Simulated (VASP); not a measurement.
LaBiS2O:

```xyz
10
Lattice="4.0690 0.0000 0.0000 0.0000 4.0690 0.0000 0.0000 0.0000 14.2204" Properties=species:S:1:pos:R:3 pbc="T T T"
Bi    0.0000    2.0345   12.3401
Bi    2.0345    0.0000    1.8803
La    2.0345    0.0000    8.3579
La    0.0000    2.0345    5.8625
O     0.0000    0.0000    7.1102
O     2.0345    2.0345    7.1102
S     2.0345    0.0000   12.6564
S     0.0000    2.0345    1.5640
S     0.0000    2.0345    9.8149
S     2.0345    0.0000    4.4055
```

```yaml
Program: VASP 6.6.1
Task: relaxation of cell and atoms
Functional: PBEsol
Potentials_or_basis: VASP PAW PBE potentials, release 64 (Bi_d, La, O, S)
Cutoff: 600 eV
k_mesh: 6 × 6 × 2
Occupations: gaussian, width 0.02 eV
Spin: no spin polarisation
```

At the start: pressure -3.8 GPa; volume 23.54 Å³/atom.

**Question.** How do energy, volume and symmetry change on relaxing?

**Answer.** Over 31 steps the energy falls by 14.6 meV/atom and the volume is 22.28 Å³/atom (-5.4 %); space group P4/nmm (No. 129, to 0.05 Å).

Step by step:
```
step  energy change (eV)  largest force (eV/Å)  pressure (GPa)  volume (Å³)
   1              0.0000                0.2907           -3.75       235.44
   2             -0.0164                1.1116            3.78       217.15
   3             -0.1232                0.3978           -0.15       225.68
   4             -0.1364                0.1389           -0.06       224.29
   5             -0.1370                0.0880           -0.04       223.91
   6             -0.1410                0.0738            0.01       223.32
   7             -0.1412                0.1115            0.03       223.12
   8             -0.1429                0.0707           -0.02       223.05
   9             -0.1438                0.0509           -0.08       222.94
  10             -0.1442                0.0374            0.13       222.47
  11             -0.1442                0.0347            0.14       222.49
  12             -0.1445                0.0354            0.12       222.52
  13             -0.1453                0.0412            0.08       222.60
  14             -0.1456                0.0537            0.02       222.75
  15             -0.1456                0.0478            0.04       222.71
  16             -0.1459                0.0121           -0.05       222.91
  17             -0.1459                0.0125           -0.05       222.89
  18             -0.1459                0.0127           -0.05       222.88
  19             -0.1459                0.0134           -0.01       222.71
  20             -0.1459                0.0180            0.02       222.63
  21             -0.1460                0.0120            0.05       222.60
  22             -0.1460                0.0090            0.05       222.61
  23             -0.1460                0.0198           -0.01       222.74
  24             -0.1460                0.0199            0.00       222.75
  25             -0.1460                0.0111           -0.02       222.82
  26             -0.1460                0.0049           -0.02       222.87
  27             -0.1460                0.0103           -0.01       222.80
  28             -0.1460                0.0127           -0.01       222.80
  29             -0.1460                0.0081            0.02       222.73
  30             -0.1460                0.0090            0.02       222.77
  31             -0.1460                0.0044            0.00       222.81
```

Final structure:
```cif
data_structure
_symmetry_space_group_name_H-M 'P 1'
_symmetry_Int_Tables_number 1
_cell_length_a 4.0024
_cell_length_b 4.0024
_cell_length_c 13.9089
_cell_angle_alpha 90.000
_cell_angle_beta 90.000
_cell_angle_gamma 90.000
_cell_volume 222.81
loop_
_atom_site_label
_atom_site_type_symbol
_atom_site_fract_x
_atom_site_fract_y
_atom_site_fract_z
_atom_site_occupancy
Bi1 Bi 0.00000 0.50000 0.87011 1
Bi2 Bi 0.50000 0.00000 0.12989 1
La1 La 0.50000 0.00000 0.58947 1
La2 La 0.00000 0.50000 0.41053 1
O1 O 0.00000 0.00000 0.50000 1
O2 O 0.50000 0.50000 0.50000 1
S1 S 0.50000 0.00000 0.89362 1
S2 S 0.00000 0.50000 0.10638 1
S3 S 0.00000 0.50000 0.69041 1
S4 S 0.50000 0.00000 0.30960 1
```

Caveat: the PAW data sets were made with another functional, which shifts forces and pressure a little.
